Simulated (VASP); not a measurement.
# BN in VASP: notebook, part 2 of 2

VASP 6.6.1.

### 6 Single point, PBE

This run uses another cell than the first one: it holds 4 atoms, not 8.

INCAR reads:

```
  PREC = Accurate
  ENCUT = 520
  EDIFF = 1E-7
  ISMEAR = 0
  SIGMA = 0.1
  LREAL = False
  LASPH = True
  NELM = 60
  ALGO = Normal
  ISIF = 2
  LWAVE = False
  LCHARG = False
  GGA = PE
  NBANDS = 16
```

KPOINTS reads:

```
Automatic mesh
0
Gamma
  8 4 8
```

POSCAR reads:

```
BN
1.0
    2.5120359593      0.0000000000     -0.0081557516
    0.0000000000      7.8467541623      0.0000000000
   -1.2487212949      0.0000000000      2.1795337935
B N
2 2
Direct
    0.8327342495      0.5000000000      0.6654967472
    0.1672464760      0.0000000000      0.3344896605
    1.1660717356      0.5000000000      1.3321621878
    0.8339475389      0.0000000000      0.6678514044
```

Potentials or basis: VASP PAW PBE potentials, release 64 (B, N).

Started as:

```sh
cat potpaw_PBE.64/B/POTCAR potpaw_PBE.64/N/POTCAR > POTCAR
mpirun -np 1 vasp_std > vasp.out
```

OUTCAR:

```text
PREC = Accurate
   ENCUT = 520
   EDIFF = 1E-7
   ISMEAR = 0
   LREAL = False
   LASPH = True
   NELM = 60
   ISIF = 2
   GGA = PE

 ion  position               nearest neighbor table
   1  0.833  0.500  0.665-   3 1.45   3 1.45   3 1.45
   2  0.167  0.000  0.334-   4 1.45   4 1.45   4 1.45
   3  0.166  0.500  0.332-   1 1.45   1 1.45   1 1.45
   4  0.834  0.000  0.668-   2 1.45   2 1.45   2 1.45

  LATTYP: Found a simple monoclinic cell.
 ALAT       =     2.5119061347
 B/A-ratio  =     3.1238245944
[... 647 lines left out ...]
     15      13.7916      0.00000
     16      13.8112      0.00000

 [... further k-points ...]
[... 5 lines left out ...]
  --------------------------------------------------------------------------------------
  -------------------------------------------------------------------------------------
  Total        0.0491560      0.0348142      0.0532892      0.0000000      0.0000000     -0.0094400
  in kB        1.8366065      1.3007574      1.9910351      0.0000000      0.0000000     -0.3527066
  external PRESSURE =       1.7094663 kB  Pullay stress =       0.0000000 kB

 VOLUME and BASIS-vectors are now :
 -----------------------------------------------------------------------------
  energy-cutoff  :      520.00
  volume of cell :       42.88
      direct lattice vectors                 reciprocal lattice vectors
     2.512035959  0.000000000 -0.008155752     0.398825335  0.000000000  0.228499182
     0.000000000  7.846754162  0.000000000     0.000000000  0.127441230  0.000000000
    -1.248721295  0.000000000  2.179533794     0.001492393  0.000000000  0.459668754

 POSITION                                       TOTAL-FORCE (eV/Angst)
 -----------------------------------------------------------------------------------
      1.26084      3.92338      1.44368        -0.000785      0.000000     -0.000240
      0.00244      0.00000      0.72767         0.003319      0.000000      0.002615
      0.00240      3.92338      0.72260         0.000788      0.000000      0.000300
      1.26095      0.00000      1.44880        -0.003322      0.000000     -0.002676
 -----------------------------------------------------------------------------------
    total drift:                                0.000000     -0.000000      0.000000

  FREE ENERGIE OF THE ION-ELECTRON SYSTEM (eV)
  ---------------------------------------------------
  free  energy   TOTEN  =       -35.2045947727 eV

  energy  without entropy=      -35.2045947727  energy(sigma->0) =      -35.20459477
```

OSZICAR:

```text
N       E                     dE             d eps       ncg     rms          rms(c)
DAV:   1     0.455838643964E+02    0.45584E+02   -0.75005E+03  3264   0.898E+02
DAV:   2    -0.353266264553E+02   -0.80910E+02   -0.73460E+02  4440   0.208E+02
DAV:   3    -0.388529489542E+02   -0.35263E+01   -0.35093E+01  4400   0.430E+01
DAV:   4    -0.388820741765E+02   -0.29125E-01   -0.29116E-01  3992   0.436E+00
DAV:   5    -0.388824304323E+02   -0.35626E-03   -0.35623E-03  4368   0.463E-01    0.112E+01
DAV:   6    -0.356017120255E+02    0.32807E+01   -0.55531E+00  4240   0.176E+01    0.503E+00
DAV:   7    -0.353002693944E+02    0.30144E+00   -0.62697E-01  4344   0.540E+00    0.315E+00
DAV:   8    -0.352076973481E+02    0.92572E-01   -0.28789E-01  4352   0.346E+00    0.526E-01
DAV:   9    -0.352027444704E+02    0.49529E-02   -0.19047E-02  3816   0.109E+00    0.200E-01
DAV:  10    -0.352043749819E+02   -0.16305E-02   -0.17143E-03  3432   0.322E-01    0.375E-02
DAV:  11    -0.352045772710E+02   -0.20229E-03   -0.15347E-04  3848   0.954E-02    0.287E-02
DAV:  12    -0.352045942700E+02   -0.16999E-04   -0.36451E-05  3592   0.412E-02    0.312E-03
DAV:  13    -0.352045946381E+02   -0.36817E-06   -0.11419E-06  4496   0.817E-03    0.111E-03
DAV:  14    -0.352045947741E+02   -0.13593E-06   -0.21795E-07  3416   0.335E-03    0.426E-04
DAV:  15    -0.352045947727E+02    0.13367E-08   -0.21392E-09  2896   0.457E-04
   1 F= -.35204595E+02 E0= -.35204595E+02  d E =-.710397E-15
```

Wall time 30 s (1 thread of Intel Xeon 6975P-C (Granite Rapids), shared host); peak memory 0.19 GiB.

Results:

* Free energy: -35.2046 eV
* Pressure: 0.2 GPa
* Largest force: 0.004 eV/Å
* Band gap on the k mesh: 4.60 eV, indirect (least direct gap 4.79 eV)

Forces in eV/Å, atoms in the order of the input:
```
B   -0.001  0.000  0.000
B    0.003  0.000  0.003
N    0.001  0.000  0.000
N   -0.003  0.000 -0.003
```

Levels at points of the mesh, in eV from the valence-band top:
```
           k point  band 6  band 7  band 8  band 9  band 10  band 11
(0.00, 0.00, 0.00)   -1.25   -1.24   -1.24    4.65     8.49    10.86
(0.50, 0.00, 0.00)   -4.01   -0.98   -0.62    4.60     5.22     9.51
(0.00, 0.50, 0.00)   -1.24   -1.24   -1.24    6.18     6.18    11.62
(0.50, 0.50, 0.00)   -4.01   -0.80   -0.80    4.86     4.86     9.82
(0.00, 0.00, 0.50)   -4.01   -0.98   -0.62    4.61     5.21     9.51
(0.50, 0.00, 0.50)   -4.01   -0.98   -0.62    4.60     5.22     9.51
(0.00, 0.50, 0.50)   -4.01   -0.80   -0.80    4.86     4.86     9.82
(0.50, 0.50, 0.50)   -4.02   -0.80   -0.80    4.86     4.86     9.82
```

A k mesh can miss the band edges. As with any semilocal functional, this PBE gap is likely too small.

### 7 The runs side by side

| level | cell | k mesh | smearing | gap on the mesh (eV) | pressure (GPa) |
| --- | --- | --- | --- | --- | --- |
| PBE | a = 2.512, b = 2.512, c = 16.668 Å, angles 90.0, 90.0, 120.0°, 8 atoms | 6 × 6 × 1 | gaussian 0.1 eV | 4.40 | 0.0 |
| PBE | a = 2.512, b = 2.512, c = 8.334 Å, angles 90.0, 90.0, 120.0°, 4 atoms | 12 × 12 × 4 | gaussian 0.02 eV | 4.40 | 0.1 |
| PBE | a = 2.512, b = 2.512, c = 8.492 Å, angles 90.0, 90.0, 120.0°, 4 atoms | 12 × 12 × 4 | gaussian 0.01 eV | 4.36 | 0.1 |
| r2SCAN | a = 2.512, b = 2.512, c = 8.334 Å, angles 90.0, 90.0, 120.0°, 4 atoms | 12 × 12 × 4 | gaussian 0.02 eV | 4.64 | -2.7 |
| PBE | a = 2.512, b = 7.847 Å, angles 90.0, 120.0, 90.0°, 4 atoms | 8 × 4 × 8 | gaussian 0.1 eV | 4.60 | 0.2 |

Alike in all rows: task single point; potentials or basis VASP PAW PBE potentials, release 64 (B, N); no spin polarisation; cutoff (eV) 520.

Caveats: some runs use coarse meshes; this functional lacks dispersion, which binds the layers, so the pressure and a relaxed spacing across them are unreliable (some runs); the PAW data sets were made with another functional, which shifts forces and pressure a little (some runs).

Absolute energies hang on the potentials; compare differences alone.
